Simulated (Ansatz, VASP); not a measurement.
Ga2SeS3 in VASP and in Ansatz

```
Ga Se S
1.0
     7.52990    0.00000    0.00000
    -3.76495    6.52108    0.00000
     0.00000    0.00000    3.89003
Ga Se S
2 1 3
Direct
  0.33333 0.66667 0.00000
  0.66667 0.33333 0.00000
  0.00000 0.00000 0.00000
  0.50000 0.00000 0.00000
  0.00000 0.50000 0.00000
  0.50000 0.50000 0.00000
```

Alike in both runs: functional PBE; k mesh 3 × 3 × 3; occupations gaussian, width 0.15 eV; no spin polarisation.

Ansatz relaxed the structure, and its values are those at the end. VASP's run is a single point on that final structure, the one shown.

```csv
,VASP,Ansatz
version,VASP 6.6.1,Ansatz 0.2.0
potentials or method,"VASP PAW PBE potentials, release 64 (Ga_d, Se, S), cutoff 500 eV","scalar-relativistic, plane waves, PAW"
valence electrons in the cell,50,60
```

Ansatz gave:

```
gap on the k mesh at the Fermi level (eV) : none
pressure (GPa)                            : 0.0
```

What did VASP give for the same quantities?

gap on the k mesh at the Fermi level (eV): none; pressure (GPa): -0.1.

A gap of «none» marks a metal or a gap that the smearing closes. VASP's potentials hold 50 valence electrons a cell and Ansatz's 60, so a difference there can come from the potentials and not from the codes.

The k mesh is coarse, so the values compare programs but aren't converged.
